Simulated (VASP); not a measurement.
Crystal: BaBe7C4.

```
CELL_PARAMETERS angstrom
2.76922 -6.60945 0.00000
2.76922 6.60945 0.00000
0.00000 0.00000 7.82218
ATOMIC_POSITIONS crystal
Ba 0.00000 0.00000 0.50000
Be 0.50000 0.50000 0.00000
Be 0.40865 0.59135 0.64480
Be 0.59135 0.40865 0.64480
Be 0.40865 0.59135 0.35520
Be 0.59135 0.40865 0.35520
Be 0.50000 0.00000 0.50000
Be 0.00000 0.50000 0.50000
C 0.50000 0.50000 0.78960
C 0.50000 0.50000 0.21040
C 0.31730 0.68270 0.50000
C 0.68270 0.31730 0.50000
```

The cell was built from a structure type or drawn by symmetry, and may not be a known phase.

```yaml
Program: VASP 6.6.1
Task: relaxation of cell and atoms
Functional: PBE
Potentials_or_basis: VASP PAW PBE potentials, release 64 (Ba_sv, Be, C)
Cutoff: 600 eV
k_mesh: 4 × 4 × 2
Occupations: gaussian, width 0.1 eV
Spin: no spin polarisation
```

At the start: pressure -1.0 GPa; volume 23.86 Å³/atom.

Task: Where does the relaxation end?

Result: Over 21 steps the energy falls by 97.6 meV/atom and the volume is 22.09 Å³/atom (-7.4 %); space group Cmmm (No. 65, to 0.1 Å) before and after.

The path:
```tsv
step	energy change (eV)	largest force (eV/Å)	pressure (GPa)	volume (Å³)
1	0.0000	2.1677	-0.95	286.34
2	-0.1918	3.2145	0.77	280.49
3	-0.3907	1.3431	-0.15	282.87
4	-0.7463	0.6828	-0.20	279.94
5	-0.8691	1.4180	-0.30	276.90
6	-1.0155	0.3373	-0.56	273.54
7	-1.0170	0.3263	-0.58	273.17
8	-1.0432	0.1913	-0.22	270.66
9	-1.0703	0.1812	0.69	264.94
10	-1.0911	0.1868	0.57	264.99
11	-1.1110	0.7516	0.24	264.99
12	-1.1123	0.6398	0.30	265.00
13	-1.1245	0.5868	0.20	265.23
14	-1.1504	0.4320	-0.08	265.88
15	-1.1504	0.3113	-0.64	266.98
16	-1.1596	0.2908	-0.34	266.42
17	-1.1652	0.1755	-0.19	265.91
18	-1.1681	0.1519	0.00	265.22
19	-1.1694	0.0888	0.02	265.13
20	-1.1701	0.0673	0.04	265.01
21	-1.1707	0.0273	0.03	265.07
```

Final structure:
```xyz
12
Lattice="2.6082 -7.2016 0.0000 2.6082 7.2016 0.0000 0.0000 0.0000 7.0560" Properties=species:S:1:pos:R:3 pbc="T T T"
Ba    2.6082    7.2016    3.5280
Be    2.6082    0.0000    0.0000
Be    2.6082    1.4571    4.7471
Be    2.6082   -1.4571    4.7471
Be    2.6082    1.4571    2.3088
Be    2.6082   -1.4571    2.3088
Be    3.9123    3.6008    3.5280
Be    1.3041    3.6008    3.5280
C     2.6082    0.0000    5.4119
C     2.6082    0.0000    1.6440
C     2.6082    2.6073    3.5280
C     2.6082   -2.6073    3.5280
```
